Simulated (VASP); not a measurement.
A run of VASP 6.6.1:

The input INCAR:

```
ALGO = Normal ; EDIFF = 1E-6
ENCUT = 520 ; GGA = PE
ISIF = 2 ; ISMEAR = 0
LASPH = T ; LCHARG = F
LREAL = F ; LWAVE = F
NBANDS = 16 ; NELM = 100
PREC = Accurate ; SIGMA = 0.15
```

KPOINTS

```
k-points
0
Gamma
  16 16 16
```

Contents of POSCAR:

```
InAs
1.0
    0.0000000000      3.1861810476      3.0933796579
    3.1861810476      0.0000000000      3.0933796579
    3.1861810476      3.1861810476      0.0000000000
In As
1 1
Direct
    0.0000000000      0.0000000000      0.0000000000
    0.7500000000      0.7500000000      0.7500000000
```

Potentials or basis: VASP PAW PBE potentials, release 64 (In_d, As).

Launch:

```sh
$ cat potpaw_PBE.64/In_d/POTCAR potpaw_PBE.64/As/POTCAR > POTCAR
$ mpirun -np 1 vasp_std > vasp.out
```

Hardware: 1 thread of Intel(R) Xeon(R) Platinum 8488C (Sapphire Rapids) (shared host).

Question: Estimate the wall time of this run.

Answer: Wall time 3.3 min on 1 thread of Intel(R) Xeon(R) Platinum 8488C (Sapphire Rapids), with other jobs on the host, peak memory 0.49 GiB. Counts: scf iterations 12, k points 349.
